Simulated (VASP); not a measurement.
Wanted: the native input for a VASP 6.6.1 run.

* Task: single point
* Functional: PBE
* Potentials or basis: VASP PAW PBE potentials, release 64 (In_d)
* Cutoff: 500 eV
* k mesh: 9 × 9 × 9
* Occupations: fermi-dirac, width 0.1 eV
* Spin: no spin polarisation
* Dipole correction: no
* Further INCAR settings: ALGO = Normal; EDIFF = 1e-06; NBANDS = 12

The structure of In lies in POSCAR:

```
In
1.0
   -1.8484446369      1.8484446369      1.8484446369
    1.8484446369     -1.8484446369      1.8484446369
    1.8484446369      1.8484446369     -1.8484446369
In
1
Direct
    0.0000000000      0.0000000000      0.0000000000
```

One way to write it, as run:

INCAR

```
SYSTEM = In
ALGO = Normal ; EDIFF = 1E-6
ENCUT = 500 ; GGA = PE
GGA_COMPAT = .FALSE. ; ISIF = 2
ISMEAR = -1 ; LASPH = .TRUE.
LCHARG = .FALSE. ; LREAL = .FALSE.
LWAVE = .FALSE. ; NBANDS = 12
NELM = 120 ; PREC = Accurate
SIGMA = 0.1
```

KPOINTS

```
k-points
0
G
  9 9 9
  0 0 0
```

Potentials or basis: VASP PAW PBE potentials, release 64 (In_d).

The run is started by

```sh
$ cat potpaw_PBE.64/In_d/POTCAR > POTCAR
$ mpirun -np 1 vasp_std > vasp.out
```

Results of the run:

| Item | Value |
| --- | --- |
| Pressure | 4.4 GPa |

Run time: 5.9 s on 1 thread of Intel(R) Xeon(R) Platinum 8488C (Sapphire Rapids) (shared host), peak memory 0.14 GiB.
